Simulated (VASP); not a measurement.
Wanted: the native input for a VASP 6.6.1 run.

| Item | Value |
| --- | --- |
| Task | single point |
| Functional | r2SCAN |
| Potentials or basis | VASP PAW PBE potentials, release 64 (Al, Ru_pv) |
| Cutoff | 520 eV |
| k mesh | 16 × 16 × 16 |
| Occupations | gaussian, width 0.15 eV |
| Spin | no spin polarisation |
| Dipole correction | no |
| Further INCAR settings | ALGO = Normal; EDIFF = 1e-07; NBANDS = 16 |

The system is AlRu.

```
Al Ru
1.0
     2.84202    0.00000    0.00000
     0.00000    2.84202    0.00000
     0.00000    0.00000    3.06639
Al Ru
1 1
Direct
  0.00000 0.00000 0.00000
  0.50000 0.50000 0.50000
```

This cell differs from its parent crystal: strain -0.050 along x and y, +0.025 along z.

These files were run (other wordings do the same):

POSCAR

```
AlRu
1.0
    2.8420200000      0.0000000000      0.0000000000
    0.0000000000      2.8420200000      0.0000000000
    0.0000000000      0.0000000000      3.0663900000
Al Ru
1 1
Direct
    0.0000000000      0.0000000000      0.0000000000
    0.5000000000      0.5000000000      0.5000000000
```

INCAR.step1

```
SYSTEM = AlRu
ALGO = Normal ; EDIFF = 1E-4
ENCUT = 520 ; GGA = PE
ISMEAR = 0 ; LASPH = .True.
LCHARG = .False. ; LREAL = .False.
LWAVE = .True. ; NBANDS = 16
NELM = 100 ; PREC = Accurate
SIGMA = 0.15
```

INCAR.step2

```
SYSTEM = AlRu
ALGO = Normal ; EDIFF = 1E-7
ENCUT = 520 ; ISIF = 2
ISMEAR = 0 ; ISTART = 1
LASPH = .True. ; LCHARG = .False.
LMIXTAU = .True. ; LREAL = .False.
LWAVE = .False. ; METAGGA = R2SCAN
NBANDS = 16 ; NELM = 100
PREC = Accurate ; SIGMA = 0.15
```

KPOINTS

```
k-points
0
Gamma
  16 16 16
  0 0 0
```

Potentials or basis: VASP PAW PBE potentials, release 64 (Al, Ru_pv).

Command:

```sh
$ cat potpaw_PBE.64/Al/POTCAR potpaw_PBE.64/Ru_pv/POTCAR > POTCAR
$ cp INCAR.step1 INCAR
$ mpirun -np 1 vasp_std > vasp.out
$ cp INCAR.step2 INCAR
$ mpirun -np 1 vasp_std > vasp.out
```

Results of the run:

The pressure is 18.7 GPa and the band gap on the k mesh is zero (an odd number of electrons rules out a gap without spin polarisation).

Caveat: the cell differs from its parent crystal (strain -0.050 along x and y, +0.025 along z); the cell stands under pressure; the PAW data sets were made with another functional, which shifts forces and pressure a little.

Wall time 9 min on 1 thread of Intel Xeon 8259CL, on a shared host, peak memory 0.28 GiB.
